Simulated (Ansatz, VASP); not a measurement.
**One calculation of MgTl, two programs**

INCAR

```
SYSTEM = MgTl
  ALGO = Normal
  EDIFF = 1E-8
  ENCUT = 520
  GGA = CA
  ISIF = 2
  ISMEAR = -1
  LASPH = .True.
  LCHARG = .False.
  LEFG = .True.
  LREAL = .False.
  LWAVE = .False.
  NBANDS = 14
  NELM = 100
  PREC = Accurate
  SIGMA = 0.05
```

KPOINTS

```
k-points
0
Gamma
  9 9 9
  0 0 0
```

File POSCAR:

```
MgTl
1.0
    3.6350000000      0.0000000000      0.0000000000
    0.0000000000      3.6350000000      0.0000000000
    0.0000000000      0.0000000000      3.6350000000
Mg Tl
1 1
Direct
    0.0000000000      0.0000000000      0.0000000000
    0.5000000000      0.5000000000      0.5000000000
```

Input for Ansatz:

```yaml
crystal:
  lattice:
    - [3.635, 0.0, 0.0]
    - [0.0, 3.635, 0.0]
    - [0.0, 0.0, 3.635]
  atoms:
    - { symbol: Mg, position: [0.0, 0.0, 0.0] }
    - { symbol: Tl, position: [0.5, 0.5, 0.5] }
kpoints:
  mp_grid: { grid: [9, 9, 9] }
  band_path:
    path:
      - [0.0, 0.0, 0.0]
      - [0.0, 0.5, 0.0]
      - [0.5, 0.5, 0.0]
      - [0.0, 0.0, 0.0]
      - [0.5, 0.5, 0.5]
      - [0.0, 0.5, 0.0]
      - [0.5, 0.5, 0.5]
      - [0.5, 0.5, 0.0]
    npoints: 8
scf:
  occupations: { method: fermi_dirac, width: 0.05 }
hamiltonian:
  xc: lda
  pseudopotentials: { kind: all_electron, datasets: crystal }
output:
  forces: true
  stress: true
  eigenvalues: true
  efg: { contact_densities: true }
```

Alike in both runs: task electric field gradients; functional LDA; k mesh 9 × 9 × 9; occupations fermi-dirac, width 0.05 eV; no spin polarisation.

```csv
,VASP,Ansatz
version,VASP 6.6.1,Ansatz 0.2.0
potentials or method,"VASP PAW LDA potentials, release 64 (Mg, Tl_d), cutoff 520 eV","all-electron PAW with datasets made for the crystal, scalar-relativistic"
```

|  | VASP | Ansatz | Ansatz less VASP |
| --- | --- | --- | --- |
| pressure (GPa) | -2.7 | -2.4 | +0.28 |

LDA's correlation is that of Perdew and Zunger in VASP and of Perdew and Wang (1992) in Ansatz. Ansatz ran all-electron here, and VASP with PAW potentials.

Neither program's run includes spin-orbit coupling.
